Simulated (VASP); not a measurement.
The system is TiO2.

```xyz
6
Lattice="4.6859 0.0000 0.0000 0.0000 4.6859 0.0000 0.0000 0.0000 3.0182" Properties=species:S:1:pos:R:3 pbc="T T T"
Ti    0.0000    0.0000    0.0000
Ti    2.3429    2.3429    1.5091
O     1.4292    1.4292    0.0000
O     3.2567    3.2567    0.0000
O     3.7721    0.9137    1.5091
O     0.9137    3.7721    1.5091
```

```yaml
Program: VASP 6.6.1
Task: relaxation of cell and atoms
Functional: PBE
Potentials_or_basis: VASP PAW PBE potentials, release 64 (Ti_sv, O)
Cutoff: 600 eV
k_mesh: 3 × 3 × 4
Occupations: gaussian, width 0.01 eV
Spin: no spin polarisation
```

At the start: pressure -7.6 GPa; volume 11.05 Å³/atom.

Q: How do energy, volume and symmetry change on relaxing?

A: Over 6 steps the energy falls by 9.8 meV/atom and the volume is 10.66 Å³/atom (-3.5 %); space group P4_2/mnm (No. 136, to 0.05 Å).

The path:
| step | energy change (eV) | largest force (eV/Å) | pressure (GPa) | volume (Å³) |
| --- | --- | --- | --- | --- |
| 1 | 0.0000 | 0.1523 | -7.56 | 66.27 |
| 2 | 0.0350 | 0.4025 | 10.95 | 61.39 |
| 3 | -0.0586 | 0.0628 | -0.10 | 64.05 |
| 4 | -0.0586 | 0.0677 | 0.06 | 64.00 |
| 5 | -0.0590 | 0.0166 | 0.07 | 63.97 |
| 6 | -0.0591 | 0.0032 | 0.07 | 63.96 |

Final structure:
```cif
data_structure
_symmetry_space_group_name_H-M 'P 1'
_symmetry_Int_Tables_number 1
_cell_length_a 4.6409
_cell_length_b 4.6409
_cell_length_c 2.9696
_cell_angle_alpha 90.000
_cell_angle_beta 90.000
_cell_angle_gamma 90.000
_cell_volume 63.96
loop_
_atom_site_label
_atom_site_type_symbol
_atom_site_fract_x
_atom_site_fract_y
_atom_site_fract_z
_atom_site_occupancy
Ti1 Ti 0.00000 0.00000 0.00000 1
Ti2 Ti 0.50000 0.50000 0.50000 1
O1 O 0.30495 0.30495 0.00000 1
O2 O 0.69505 0.69505 0.00000 1
O3 O 0.80495 0.19505 0.50000 1
O4 O 0.19505 0.80495 0.50000 1
```

Caveat: the k points lie up to 0.53 Å⁻¹ apart in the final cell.
